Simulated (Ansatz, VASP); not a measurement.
**GaP in VASP and in Ansatz**

The input INCAR:

```
SYSTEM = GaP
ALGO     = Normal         ! electronic algorithm
EDIFF    = 1E-6           ! SCF threshold, eV
ENCUT    = 500            ! plane-wave cutoff, eV
GGA      = CA             ! functional
GGA_COMPAT= .False.      
ISIF     = 2              ! what is computed and relaxed
ISMEAR   = 0              ! smearing method
LASPH    = .True.         ! aspherical terms in the spheres
LCHARG   = .False.        ! write CHGCAR
LREAL    = .False.        ! projectors in reciprocal space
LWAVE    = .False.        ! write WAVECAR
NBANDS   = 16             ! bands
NELM     = 120            ! most SCF steps
PREC     = Accurate       ! precision mode
SIGMA    = 0.01           ! smearing width, eV
```

KPOINTS

```
k-points
0
Gamma
  2 2 2
  0 0 0
```

The input POSCAR:

```
GaP
1.0
    3.8540860000      0.0000000000      0.0000000000
    1.9270430000      3.3377363844      0.0000000000
    1.9270430000      1.1125787948      3.1468480416
Ga P
1 1
Direct
    0.0000000000      0.0000000000      0.0000000000
    0.2500000000      0.2500000000      0.2500000000
```

Input for Ansatz:

```yaml
crystal:
  lattice:
    a: 3.854086
    b: 3.854086
    c: 3.854086
    alpha: 60.0
    beta: 60.0
    gamma: 60.0
  atoms:
    - { symbol: Ga, position: [0.0, 0.0, 0.0] }
    - { symbol: P, position: [0.25, 0.25, 0.25] }
basis:
  ecutwfc: 420.0
kpoints:
  mp_grid:
    grid: [2, 2, 2]
hamiltonian:
  xc: lda
  pseudopotentials:
    kind: paw
scf:
  occupations:
    method: fixed
output:
  forces: true
  stress: true
```

Alike in both runs: task single point; functional LDA; k mesh 2 × 2 × 2; no spin polarisation.

|  | VASP | Ansatz |
| --- | --- | --- |
| version | VASP 6.6.1 | Ansatz 0.2.0 |
| potentials or method | VASP PAW LDA potentials, release 64 (Ga_d, P), cutoff 500 eV | plane waves, PAW |
| occupations | gaussian, width 0.01 eV | fixed |
| valence electrons in the cell | 18 | 18 |

Ansatz gave:

* pressure (GPa): 3.9

Which values does VASP return?

Pressure (GPa): 4.0.

LDA's correlation is that of Perdew and Zunger in VASP and of Perdew and Wang (1992) in Ansatz.

The k mesh is coarse, so the values compare programs but aren't converged.
